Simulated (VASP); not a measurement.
# CaB15N16 (a cell with a defect) in VASP: notebook, part 2 of 2

VASP 6.6.1. The steps go on from the part before.

## 3. Single point, PBE

File INCAR:

```
SYSTEM = CaB15N16
  ALGO = Normal
  EDIFF = 1E-7
  ENCUT = 520
  GGA = PE
  ISIF = 2
  ISMEAR = 0
  LASPH = .True.
  LCHARG = .True.
  LELF = .True.
  LREAL = Auto
  LVHAR = .True.
  LWAVE = .False.
  NBANDS = 90
  NELECT = 136.0
  NELM = 60
  PREC = Accurate
  SIGMA = 0.01
```

File KPOINTS:

```
Automatic mesh
0
Gamma
  1 1 1
  0.25 0.25 0.25
```

File POSCAR:

```
CaB15N16
1.0
   -3.6241103844      3.6241103844     -3.6241103844
    3.6241103844      3.6241103844      3.6241103844
    3.6241103844     -3.6241103844     -3.6241103844
B Ca N
15 1 16
Direct
   -0.0141637354     -0.0125396295     -0.0089982389
    0.0033262275      0.2513065613      0.7650534693
    0.0033220046      0.5151523593      0.5012099413
   -0.0141581593      0.7411015616      0.2373691088
    0.2496843312      0.0049444333      0.7650508651
    0.2496796617      0.5151509825      0.2548466968
    0.2496833132      0.7513077215      0.0012093178
    0.5135321599      0.0049429571      0.5012109426
    0.5135317229      0.2513044484      0.2548473370
    0.4960423742      0.4976660676      0.0114139540
    0.4960458626      0.7615143660      0.7475724841
    0.7394793232     -0.0125392093      0.2373643994
    0.7496838665      0.2513070396      0.0012084471
    0.7598932097      0.4976659661      0.7475728882
    0.7496826516      0.7513027967      0.5012067089
    0.2496956066      0.2513160741      0.5012007165
   -0.0628521146     -0.0612288754      0.1886738338
   -0.0058061339      0.2513055696      0.0079196148
    0.0118886882      0.5067982266      0.7567017639
   -0.0058052459      0.7580177922      0.5012102282
    0.2496847933     -0.0041840334      0.0079187358
    0.2496843229      0.2513054818      0.8137358977
    0.2496818580      0.5638490700      0.5012098472
    0.2496879918      0.7580213485      0.2457222576
    0.5051757971      0.0135085338      0.7567022192
    0.5622300246      0.2513043388      0.5012118206
    0.5051740717      0.5067929534      0.2634094507
    0.4874827798      0.7445951235     -0.0054992590
    0.7563978660     -0.0041872964      0.5012110253
    0.7563948295      0.2513053982      0.2457171326
    0.7429768047      0.4891050134     -0.0055005299
    0.7429695588      0.7445915384      0.7390050977
```

Potentials or basis: VASP PAW PBE potentials, release 64 (B, Ca_sv, N).

Run with:

```console
> cat potpaw_PBE.64/B/POTCAR potpaw_PBE.64/Ca_sv/POTCAR potpaw_PBE.64/N/POTCAR > POTCAR
> mpirun -np 1 vasp_std > vasp.out
```

OUTCAR:

```text
SYSTEM = CaB15N16
   EDIFF = 1E-7
   ENCUT = 520
   GGA = PE
   ISIF = 2
   ISMEAR = 0
   LASPH = .True.
   LREAL = Auto
   NELECT = 136.0
   NELM = 60
   PREC = Accurate

 ion  position               nearest neighbor table
   1  0.986  0.987  0.991-  17 1.47  32 1.54  18 1.61  21 1.61  16 2.62
   2  0.003  0.251  0.765-  22 1.47  18 1.54  19 1.61  29 1.61  16 2.62
   3  0.003  0.515  0.501-  23 1.47  20 1.54  19 1.61  30 1.61  16 2.62
   4  0.986  0.741  0.237-  17 1.47  31 1.54  20 1.61  24 1.61  16 2.62
   5  0.250  0.005  0.765-  22 1.47  21 1.54  20 1.61  25 1.61  16 2.62
   6  0.250  0.515  0.255-  23 1.47  24 1.54  18 1.61  27 1.61  16 2.62
   7  0.250  0.751  0.001-  19 1.52  21 1.52  28 1.52  24 1.52
   8  0.514  0.005  0.501-  26 1.47  29 1.54  24 1.61  25 1.61  16 2.62
   9  0.514  0.251  0.255-  26 1.47  30 1.54  27 1.61  21 1.61  16 2.62
  10  0.496  0.498  0.011-  22 1.47  27 1.54  28 1.61  31 1.61  16 2.62
  11  0.496  0.762  0.748-  23 1.47  25 1.54  32 1.61  28 1.61  16 2.62
  12  0.739  0.987  0.237-  17 1.47  28 1.54  30 1.61  29 1.61  16 2.62
  13  0.750  0.251  0.001-  31 1.52  25 1.52  30 1.52  18 1.52
  14  0.760  0.498  0.748-  26 1.47  19 1.54  31 1.61  32 1.61  16 2.62
[... 252 lines left out ...]
      2     -11.9585      2.00000
      3     -11.9583      2.00000
      4     -11.9582      2.00000
      5     -10.5758      2.00000
      6     -10.5757      2.00000
[... 72 lines left out ...]
     79      15.1503      0.00000
     80      15.7747      0.00000
 [bands above 80 left out]

------------------------ aborting loop because EDIFF is reached ----------------------------------------

  FORCE on cell =-STRESS in cart. coord.  units (eV):
  Direction    XX          YY          ZZ          XY          YZ          ZX
  --------------------------------------------------------------------------------------
  -------------------------------------------------------------------------------------
  Total       51.6495825     51.6522863     51.6495825      0.0027541     -0.0027541      0.0031359
  in kB      434.6234500    434.6462022    434.6234500      0.0231757     -0.0231757      0.0263885
  external PRESSURE =     434.6310341 kB  Pullay stress =       0.0000000 kB

 VOLUME and BASIS-vectors are now :
 -----------------------------------------------------------------------------
  energy-cutoff  :      520.00
  volume of cell :      190.40
      direct lattice vectors                 reciprocal lattice vectors
    -3.624110384  3.624110384 -3.624110384     0.000000000  0.137964893 -0.137964893
     3.624110384  3.624110384  3.624110384     0.137964893  0.137964893  0.000000000
     3.624110384 -3.624110384 -3.624110384     0.137964893  0.000000000 -0.137964893

 POSITION                                       TOTAL-FORCE (eV/Angst)
 -----------------------------------------------------------------------------------
      3.59739      3.55995     -3.58561        -0.005621      0.028259      0.005621
      3.67135     -1.84982     -1.87393         0.005504     -0.006028      0.026882
      3.67137      0.06257      0.03849         0.005719     -0.027448      0.006037
     -0.02671      5.39838     -1.74722        -0.005068     -0.005134     -0.027881
      1.88566     -1.84983     -3.65959        -0.026882     -0.006028     -0.005504
      1.88569      1.84824      0.03850        -0.027279      0.005781      0.005608
[... 24 lines left out ...]
      2.68412      0.86102     -4.52424         0.002340      0.002048      0.016635
      2.68411      2.71285     -2.67236         0.002331     -0.016703     -0.002331
 -----------------------------------------------------------------------------------
    total drift:                               -0.021469      0.001874     -0.017732

  FREE ENERGIE OF THE ION-ELECTRON SYSTEM (eV)
  ---------------------------------------------------
  free  energy   TOTEN  =      -254.2493079488 eV

  energy  without entropy=     -254.2493079488  energy(sigma->0) =     -254.24930795
```

stdout:

```text
POSCAR found type information on POSCAR B CaN
 POSCAR found :  3 types and      32 ions
 scaLAPACK will be used
 LDA part: xc-table for (Slater+PW92), standard interpolation
 POSCAR, INCAR and KPOINTS ok, starting setup
 FFT: planning ... GRIDC
 FFT: planning ... GRID_SOFT
 FFT: planning ... GRID
 WAVECAR not read
 entering main loop
 the old and the new charge density differ
 old charge density:   135.00000 new  136.00000
    0.296E+01
```

Run time: 60 s. Hardware: 1 thread of Intel Xeon Platinum 8488C (Sapphire Rapids), shared host; peak memory 0.33 GiB.

Results:

* Free energy: -254.2493 eV
* Largest force: 0.082 eV/Å

Forces in eV/Å, atoms in the order of the input:
```
B   -0.006  0.028  0.006
B    0.006 -0.006  0.027
B    0.006 -0.027  0.006
B   -0.005 -0.005 -0.028
B   -0.027 -0.006 -0.006
B   -0.027  0.006  0.006
B   -0.001  0.000  0.001
B   -0.006 -0.027 -0.006
B   -0.006  0.006  0.027
B    0.006  0.028 -0.006
B    0.005  0.006 -0.028
B    0.028 -0.005  0.005
B   -0.001  0.000  0.001
B    0.028  0.006 -0.005
B    0.000  0.000  0.000
Ca   0.000 -0.001  0.000
N   -0.048 -0.048  0.048
N   -0.002  0.002 -0.017
N   -0.016 -0.002  0.002
N   -0.002  0.017 -0.002
N    0.017  0.002  0.002
N    0.047 -0.048 -0.047
N    0.047  0.047  0.048
N    0.017 -0.002 -0.002
N   -0.002 -0.002  0.016
N   -0.048  0.047 -0.047
N   -0.002 -0.017  0.002
N   -0.017  0.002 -0.002
N    0.002  0.017  0.002
N    0.002 -0.002 -0.017
N    0.002  0.002  0.017
N    0.002 -0.017 -0.002
```

Levels at points of the mesh, in eV from the Fermi level:
| k point | band 65 | band 66 | band 67 | band 68 | band 69 | band 70 | band 71 | band 72 |
| --- | --- | --- | --- | --- | --- | --- | --- | --- |
| (0.25, 0.25, 0.25) | -0.98 | -0.07 | -0.07 | -0.07 | 5.95 | 5.95 | 6.37 | 6.37 |

Caveat: the k points lie up to 1.23 Å⁻¹ apart, too coarse for converged energies, forces and pressures; the cell carries a net charge on a neutralising background, which shifts energy and pressure; the cell is charged against a uniform background, so pressure and absolute levels hang on convention.

## 4. Single point, HSE06

POSCAR is that of step 3.

File INCAR.step1:

```
ALGO     = Normal         # electronic algorithm
EDIFF    = 1E-5           # SCF threshold, eV
ENCUT    = 520            # plane-wave cutoff, eV
GGA      = PE             # functional
ISIF     = 2              # what is computed and relaxed
ISMEAR   = -1             # smearing method
LASPH    = T              # aspherical terms in the spheres
LCHARG   = F              # write CHGCAR
LREAL    = Auto         
LWAVE    = T              # write WAVECAR
NBANDS   = 90             # bands
NELECT   = 136.0        
NELM     = 80             # most SCF steps
PREC     = Accurate       # precision mode
SIGMA    = 0.01           # smearing width, eV
```

File INCAR.step2:

```
ALGO     = Normal         # electronic algorithm
EDIFF    = 1E-6           # SCF threshold, eV
ENCUT    = 520            # plane-wave cutoff, eV
GGA      = PE             # functional
HFSCREEN = 0.2079         # screening, 1/A
ISIF     = 2              # what is computed and relaxed
ISMEAR   = -1             # smearing method
ISTART   = 1            
LASPH    = T              # aspherical terms in the spheres
LCHARG   = F              # write CHGCAR
LHFCALC  = T              # exact exchange
LREAL    = Auto         
LWAVE    = F              # write WAVECAR
NBANDS   = 90             # bands
NELECT   = 136.0        
NELM     = 80             # most SCF steps
PREC     = Accurate       # precision mode
PRECFOCK = Fast         
SIGMA    = 0.01           # smearing width, eV
```

KPOINTS is that of step 3.

Run with:

```console
> cat potpaw_PBE.64/B/POTCAR potpaw_PBE.64/Ca_sv/POTCAR potpaw_PBE.64/N/POTCAR > POTCAR
> cp INCAR.step1 INCAR
> mpirun -np 1 vasp_std > vasp.out
> cp INCAR.step2 INCAR
> mpirun -np 1 vasp_std > vasp.out
```

Wall time 2.9 min (1 thread of Intel Xeon Platinum 8488C (Sapphire Rapids), shared host); peak memory 0.47 GiB.

It converged, with:

```
Free energy   : -300.1536 eV
Largest force : 0.091 eV/Å
```

Forces on the atoms (eV/Å):
```
B   -0.055 -0.044  0.055
B    0.055 -0.056 -0.046
B    0.056  0.045  0.056
B   -0.055 -0.055  0.045
B    0.046 -0.056 -0.055
B    0.045  0.056  0.055
B   -0.001  0.000  0.000
B   -0.056  0.045 -0.056
B   -0.055  0.056 -0.045
B    0.056 -0.045 -0.056
B    0.055  0.056  0.045
B   -0.045 -0.055  0.055
B    0.000  0.000  0.001
B   -0.045  0.056 -0.055
B    0.000  0.000  0.000
Ca   0.000 -0.001  0.000
N   -0.046 -0.046  0.046
N   -0.008  0.008  0.015
N    0.016 -0.007  0.008
N   -0.007 -0.015 -0.007
N   -0.015  0.008  0.008
N    0.045 -0.046 -0.045
N    0.045  0.045  0.046
N   -0.015 -0.008 -0.007
N   -0.008 -0.007 -0.016
N   -0.046  0.045 -0.045
N   -0.007  0.015  0.007
N    0.015  0.007 -0.008
N    0.007 -0.015  0.007
N    0.007 -0.008  0.015
N    0.008  0.007 -0.015
N    0.008  0.015 -0.008
```

Levels at points of the mesh, in eV from the Fermi level:
```csv
k point,band 66,band 67,band 68,band 69,band 70,band 71
"(0.25, 0.25, 0.25)",-0.26,-0.26,-0.26,7.46,7.46,7.85
```

Caveat: the k points lie up to 1.23 Å⁻¹ apart, too coarse for converged energies, forces and pressures; the cell carries a net charge on a neutralising background, which shifts energy and pressure; the cell is charged against a uniform background, so pressure and absolute levels hang on convention; the PAW data sets were made with another functional, which shifts forces and pressure a little.

## 5. Single point, PBE

File INCAR:

```
SYSTEM = CaB15N16
PREC = Accurate
ENCUT = 520
EDIFF = 1E-6
ISMEAR = -1
SIGMA = 0.01
LREAL = Auto
LASPH = .TRUE.
NELM = 100
ALGO = Normal
ISIF = 2
LWAVE = .FALSE.
LCHARG = .FALSE.
GGA = PE
NELECT = 136.0
NBANDS = 90
```

File KPOINTS:

```
Automatic mesh
0
Gamma
  2 2 2
  0.5 0.5 0.5
```

POSCAR is that of step 4.

Run with:

```console
> cat potpaw_PBE.64/B/POTCAR potpaw_PBE.64/Ca_sv/POTCAR potpaw_PBE.64/N/POTCAR > POTCAR
> mpirun -np 1 vasp_std > vasp.out
```

Run time: 91 s. Hardware: 1 thread of Intel Xeon Platinum 8488C (Sapphire Rapids), shared host; peak memory 0.33 GiB.

It converged, with:

| Quantity | Value |
| --- | --- |
| Free energy | -254.8903 eV |
| Largest force | 0.118 eV/Å |

Forces in eV/Å, atoms in the order of the input:
```
B   -0.028  0.034  0.028
B    0.028 -0.029  0.033
B    0.028 -0.034  0.029
B   -0.028 -0.028 -0.034
B   -0.033 -0.029 -0.028
B   -0.033  0.029  0.028
B   -0.001  0.000  0.001
B   -0.029 -0.034 -0.028
B   -0.028  0.029  0.033
B    0.029  0.034 -0.029
B    0.028  0.029 -0.034
B    0.034 -0.028  0.028
B   -0.001  0.000  0.001
B    0.034  0.029 -0.028
B    0.000  0.000  0.000
Ca   0.000 -0.001  0.000
N    0.068  0.068 -0.068
N    0.011 -0.011  0.010
N    0.011  0.011 -0.011
N    0.011 -0.010  0.011
N   -0.010 -0.011 -0.011
N   -0.068  0.068  0.068
N   -0.068 -0.068 -0.068
N   -0.010  0.011  0.011
N    0.011  0.011 -0.011
N    0.068 -0.068  0.068
N    0.011  0.010 -0.011
N    0.010 -0.011  0.011
N   -0.011 -0.010 -0.011
N   -0.011  0.011  0.010
N   -0.011 -0.011 -0.010
N   -0.011  0.010  0.011
```

Levels at points of the mesh, in eV from the Fermi level:
| k point | band 66 | band 67 | band 68 | band 69 | band 70 | band 71 |
| --- | --- | --- | --- | --- | --- | --- |
| (0.25, 0.25, 0.25) | -0.42 | -0.42 | -0.42 | 5.61 | 5.61 | 6.04 |

Caveat: the k points lie up to 0.61 Å⁻¹ apart; the cell carries a net charge on a neutralising background, which shifts energy and pressure; the cell is charged against a uniform background, so pressure and absolute levels hang on convention.
